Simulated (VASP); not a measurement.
# Lu (P6_3/mmc) in VASP: notebook

Runs on Lu. Level: PBE. Tasks: single point.

Everything below comes from runs of VASP 6.6.1. Logs are shortened: lines on timing, memory, paths and dates and some standing lists are left out, and cuts for length are marked.

## (1) The cell of the first run

The structure is hexagonal, space group P6_3/mmc (No. 194). The conventional cell has a = 3.456 Å, b = 3.456 Å, c = 5.476 Å, α = 90.00°, β = 90.00°, γ = 120.00°. Within 4.5 Å of Lu (site symmetry -6m2) lie 12 Lu at 3.39 to 3.46 Å.

## (2) Single point, PBE (28.32 Å³/atom)

Input file INCAR:

```
PREC = Accurate
ENCUT = 520
EDIFF = 1E-6
ISMEAR = -1
SIGMA = 0.05
LREAL = F
LASPH = T
NELM = 100
ALGO = Normal
ISIF = 2
LWAVE = F
LCHARG = F
GGA = PE
NBANDS = 32
```

Input file KPOINTS:

```
Automatic mesh
0
Gamma
  9 9 5
```

Input file POSCAR:

```
Lu
1.0
    3.4557550070      0.0000000000      0.0000000000
   -1.7278775035      2.9927716254      0.0000000000
    0.0000000000      0.0000000000      5.4758786414
Lu
2
Direct
    0.6666666667      0.3333333333      0.7500000000
    0.3333333333      0.6666666667      0.2500000000
```

Potentials or basis: VASP PAW PBE potentials, release 64 (Lu).

The run is started by

```sh
cat potpaw_PBE.64/Lu/POTCAR > POTCAR
mpirun -np 1 vasp_std > vasp.out
```

OUTCAR:

```text
PREC = Accurate
   ENCUT = 520
   EDIFF = 1E-6
   ISMEAR = -1
   LREAL = F
   LASPH = T
   NELM = 100
   ISIF = 2
   GGA = PE

 ion  position               nearest neighbor table
   1  0.667  0.333  0.750-   2 3.39   2 3.39   2 3.39   2 3.39   2 3.39   2 3.39
   2  0.333  0.667  0.250-   1 3.39   1 3.39   1 3.39   1 3.39   1 3.39   1 3.39

  LATTYP: Found a hexagonal cell.
 ALAT       =     3.4557550070
 C/A-ratio  =     1.5845679541

  Lattice vectors:

 A1 = (   3.4557550070,   0.0000000000,   0.0000000000)
 A2 = (  -1.7278775035,   2.9927716254,   0.0000000000)
 A3 = (   0.0000000000,   0.0000000000,   5.4758786414)

Analysis of symmetry for initial positions (statically):
=====================================================================
 Subroutine PRICEL returns:
 Original cell was already a primitive cell.

 Routine SETGRP: Setting up the symmetry group for a
 hexagonal supercell.

 Subroutine GETGRP returns: Found 24 space group operations
 (whereof 12 operations were pure point group operations)
 out of a pool of 24 trial point group operations.

The static configuration has the point symmetry D_3d.
 The point group associated with its full space group is D_6h.

Analysis of symmetry for dynamics (positions and initial velocities):
=====================================================================
 Subroutine PRICEL returns:
 Original cell was already a primitive cell.

 Routine SETGRP: Setting up the symmetry group for a
 hexagonal supercell.

 Subroutine GETGRP returns: Found 24 space group operations
 (whereof 12 operations were pure point group operations)
 out of a pool of 24 trial point group operations.

The dynamic configuration has the point symmetry D_3d.
 The point group associated with its full space group is D_6h.

 Subroutine INISYM returns: Found 24 space group operations
 (whereof 12 operations are pure point group operations),
 and found     1 'primitive' translations

----------------------------------------------------------------------------------------

                                     Primitive cell

  volume of cell :      56.6331

  direct lattice vectors                    reciprocal lattice vectors
     3.455755007  0.000000000  0.000000000     0.289372365  0.167069213  0.000000000
    -1.727877504  2.992771625  0.000000000     0.000000000  0.334138426  0.000000000
     0.000000000  0.000000000  5.475878641     0.000000000  0.000000000  0.182619095

  length of vectors
     3.455755007  3.455755007  5.475878641     0.334138426  0.334138426  0.182619095

  position of ions in fractional coordinates (direct lattice)
     0.666666667  0.333333333  0.750000000
     0.333333333  0.666666667  0.250000000

  ion indices of the primitive-cell ions
   primitive index   ion index
                 1           1
                 2           2

----------------------------------------------------------------------------------------

 KPOINTS: Automatic mesh

Automatic generation of k-mesh.
 Grid dimensions read from file:
 generate k-points for:    9    9    5

 Generating k-lattice:

  Cartesian coordinates                     Fractional coordinates (reciprocal lattice)
     0.032152485  0.018563246  0.000000000     0.111111111  0.000000000  0.000000000
     0.000000000  0.037126492  0.000000000     0.000000000  0.111111111  0.000000000
     0.000000000  0.000000000  0.036523819     0.000000000  0.000000000  0.200000000

  Length of vectors
     0.037126492  0.037126492  0.036523819

  Shift w.r.t. Gamma in fractional coordinates (k-lattice)
     0.000000000  0.000000000  0.000000000

 Subroutine IBZKPT returns following result:
 ===========================================

 Found     36 irreducible k-points:

 Following reciprocal coordinates:
            Coordinates               Weight
  0.000000  0.000000  0.000000      1.000000
  0.111111  0.000000  0.000000      6.000000
  0.222222  0.000000  0.000000      6.000000
  0.333333  0.000000  0.000000      6.000000
  0.444444  0.000000  0.000000      6.000000
  0.111111  0.111111  0.000000      6.000000
[... 16 lines left out ...]
  0.333333  0.222222  0.200000     24.000000
  0.333333  0.333333  0.200000      4.000000
 [... further k-points ...]
   k-points           NKPTS =     36   k-points in BZ     NKDIM =     36   number of bands    NBANDS=     32
   number of dos      NEDOS =    301   number of ions     NIONS =      2
   total plane-waves  NPLWV =  32928
   dimension x,y,z NGX =    28 NGY =   28 NGZ =   42
   dimension x,y,z NGXF=    56 NGYF=   56 NGZF=   84
   ions per type =               2
   NGX,Y,Z   is equivalent  to a cutoff of  13.47, 13.47, 12.75 a.u.
   NGXF,Y,Z  is equivalent  to a cutoff of  26.94, 26.94, 25.50 a.u.
 SYSTEM =  unknown system
   PREC   = accura    normal or accurate (medium, high low for compatibility)
   ISTART =      0    job   : 0-new  1-cont  2-samecut
   ICHARG =      2    charge: 1-file 2-atom 10-const
   ISPIN  =      1    spin polarized calculation?
   LNONCOLLINEAR =      F non collinear calculations
   LSORBIT =      F    spin-orbit coupling
   LASPH  =      T    aspherical Exc in radial PAW
   ENCUT  =  520.0 eV  38.22 Ry    6.18 a.u.   6.43  6.43 10.18*2*pi/ulx,y,z
   NELM   =    100;   NELMIN=  2; NELMDL= -5     # of ELM steps
   EDIFF  = 0.1E-05   stopping-criterion for ELM
   LREAL  =      F    real-space projection
   EDIFFG = 0.1E-04   stopping-criterion for IOM
   NSW    =      0    number of steps for IOM
   IBRION =     -1    ionic relax: 0-MD 1-quasi-New 2-CG
   NFREE  =      0    steps in history (QN), initial steepest desc. (CG)
   ISIF   =      2    stress and relaxation
   ISYM   =      2    0-nonsym 1-usesym 2-fastsym
   POTIM  = 0.5000    time-step for ionic-motion
   TEBEG  =    0.0;   TEEND  =   0.0 temperature during run
   PSTRESS=    0.0 pullay stress
   NELECT =      50.0000    total number of electrons
   NUPDOWN=      -1.0000    fix difference up-down
   EMIN   =  10.00;   EMAX   =-10.00  energy-range for DOS
   EFERMI =   0.00;   METHOD = LEGACY
   ISMEAR =    -1;   SIGMA  =   0.05  broadening in eV -4-tet -1-fermi 0-gaus
   EFERMI_NEDOS =   21; number of points for ismear=-14 and -15
   IALGO  =     38    algorithm
   IMIX   =      4    mixing-type and parameters
     AMIX     =   0.40;   BMIX     =  1.00
     AMIX_MAG =   1.60;   BMIX_MAG =  1.00
  volume/ion in A,a.u.               =      28.32       191.09
  Fermi-wavevector in a.u.,A,eV,Ry     =   1.570512  2.967838 33.558898  2.466509
  Thomas-Fermi vector in A             =   2.672235
   LORBIT       =      0    0 simple, 1 ext, 2 COOP (PROOUT), +10 PAW based schemes
   GGA     = PE    functional components
   LHFCALC =     F    Hartree Fock is set to
   AEXX    =    0.0000 exact exchange contribution
   IVDW    =     0    specifies the selected vdW correction
   LEPSILON=     F    determine dielectric tensor
   LRPA    =     F    only Hartree local field effects (RPA)
 non-spin polarized calculation
  energy-cutoff  :      520.00
  volume of cell :       56.63
 maximum number of plane-waves:      1545
 NGX is ok and might be reduce to    28
   NGX = 13   NGY = 13   NGZ = 21

 number of electron      49.9999992 magnetization

 Free energy of the ion-electron system (eV)
  ---------------------------------------------------
  ext. energy  EPLUGINS =         0.00000000
  ---------------------------------------------------
  free energy    TOTEN  =        -9.04422785 eV

  energy without entropy =       -9.01460398  energy(sigma->0) =       -9.02941592

 E-fermi :   2.3393     XC(G=0): -10.7994

 val. band max:        2.3346161939   @ k =   0.3333   0.0000   0.4000
 cond. band min:       2.3412028700   @ k =   0.3333   0.1111   0.2000
 fundamental gap:      0.0065866761
 Fermi energy:         2.3392828269

 k-point     1 :       0.0000    0.0000    0.0000
  band No.  band energies     occupation
      1     -53.7948      2.00000
      2     -53.7565      2.00000
      3     -24.7655      2.00000
      4     -24.2937      2.00000
      5     -24.2937      2.00000
      6     -24.2077      2.00000
[... 24 lines left out ...]
     31       5.9382      0.00000
     32       5.9382      0.00000

 k-point     2 :       0.1111    0.0000    0.0000
  band No.  band energies     occupation
      1     -53.7915      2.00000
      2     -53.7552      2.00000
      3     -24.7441      2.00000
      4     -24.3381      2.00000
      5     -24.3085      2.00000
      6     -24.2544      2.00000
[... 24 lines left out ...]
     31       5.5940      0.00000
     32       5.6408      0.00000

 k-point     3 :       0.2222    0.0000    0.0000
  band No.  band energies     occupation
      1     -53.7829      2.00000
      2     -53.7524      2.00000
      3     -24.6852      2.00000
      4     -24.4510      2.00000
      5     -24.3683      2.00000
      6     -24.3444      2.00000
[... 24 lines left out ...]
     31       6.0473      0.00000
     32       6.4023      0.00000

 k-point     4 :       0.3333    0.0000    0.0000
  band No.  band energies     occupation
      1     -53.7721      2.00000
      2     -53.7501      2.00000
      3     -24.6044      2.00000
      4     -24.5797      2.00000
      5     -24.4911      2.00000
      6     -24.3833      2.00000
[... 24 lines left out ...]
     31       7.0530      0.00000
     32       7.5733      0.00000

 k-point     5 :       0.4444    0.0000    0.0000
  band No.  band energies     occupation
      1     -53.7639      2.00000
      2     -53.7498      2.00000
      3     -24.6635      2.00000
      4     -24.5680      2.00000
      5     -24.5323      2.00000
      6     -24.4079      2.00000
[... 584 lines left out ...]
     31       8.1671      0.00000
     32       8.8144      0.00000

 k-point    22 :       0.2222    0.2222    0.2000
  band No.  band energies     occupation
      1     -53.7652      2.00000
      2     -53.7513      2.00000
      3     -24.6279      2.00000
      4     -24.5814      2.00000
      5     -24.4514      2.00000
      6     -24.4313      2.00000
[... 24 lines left out ...]
     31       7.8263      0.00000
     32       7.9546      0.00000

 k-point    23 :       0.3333    0.2222    0.2000
  band No.  band energies     occupation
      1     -53.7584      2.00000
      2     -53.7514      2.00000
      3     -24.6427      2.00000
      4     -24.5925      2.00000
      5     -24.5052      2.00000
      6     -24.4126      2.00000
[... 24 lines left out ...]
     31       7.8647      0.00000
     32       8.3171      0.00000

 k-point    24 :       0.3333    0.3333    0.2000
  band No.  band energies     occupation
      1     -53.7538      2.00000
      2     -53.7538      2.00000
      3     -24.5863      2.00000
      4     -24.5795      2.00000
      5     -24.5795      2.00000
      6     -24.4374      2.00000
[... 24 lines left out ...]
     31       7.9800      0.00000
     32       7.9835      0.00000

 [... further k-points ...]

------------------------ aborting loop because EDIFF is reached ----------------------------------------

  FORCE on cell =-STRESS in cart. coord.  units (eV):
  Direction    XX          YY          ZZ          XY          YZ          ZX
  --------------------------------------------------------------------------------------
  -------------------------------------------------------------------------------------
  Total        0.6953593      0.6953593      0.2885196      0.0000000      0.0000000      0.0000000
  in kB       19.6720451     19.6720451      8.1623555      0.0000000      0.0000000      0.0000000
  external PRESSURE =      15.8354819 kB  Pullay stress =       0.0000000 kB

 VOLUME and BASIS-vectors are now :
 -----------------------------------------------------------------------------
  energy-cutoff  :      520.00
  volume of cell :       56.63
      direct lattice vectors                 reciprocal lattice vectors
     3.455755007  0.000000000  0.000000000     0.289372365  0.167069213  0.000000000
    -1.727877504  2.992771625  0.000000000     0.000000000  0.334138426  0.000000000
     0.000000000  0.000000000  5.475878641     0.000000000  0.000000000  0.182619095

 POSITION                                       TOTAL-FORCE (eV/Angst)
 -----------------------------------------------------------------------------------
      1.72788      0.99759      4.10691        -0.000000      0.000000      0.000000
     -0.00000      1.99518      1.36897         0.000000      0.000000      0.000000
 -----------------------------------------------------------------------------------
    total drift:                               -0.000000      0.000000     -0.000000

  FREE ENERGIE OF THE ION-ELECTRON SYSTEM (eV)
  ---------------------------------------------------
  free  energy   TOTEN  =        -9.0442278531 eV

  energy  without entropy=       -9.0146039807  energy(sigma->0) =       -9.02941592
```

It took 55 s on 1 thread of Intel Xeon Platinum 8259CL at 2.50GHz (Skylake/Cascade Lake), shared host; peak memory 0.21 GiB.

Results:

| Item | Value |
| --- | --- |
| Free energy | -9.0442 eV |
| Pressure | 1.6 GPa |
| Band gap on the k mesh | zero (bands 25 and 26 overlap by 1.47 eV) |

Stress tensor (GPa, compression positive):
```
1.97 0.00 0.00
0.00 1.97 0.00
0.00 0.00 0.82
```

Levels at points of the mesh, in eV from the Fermi level:
```csv
k point,band 22,band 23,band 24,band 25,band 26,band 27,band 28,band 29
"(0.00, 0.00, 0.00)",-4.81,-4.81,-2.49,0.65,2.24,2.24,2.53,2.97
```

Caveat: spin-orbit coupling is left out, which moves the levels of the heavy elements.

(Part 1 of 2 ends here.)
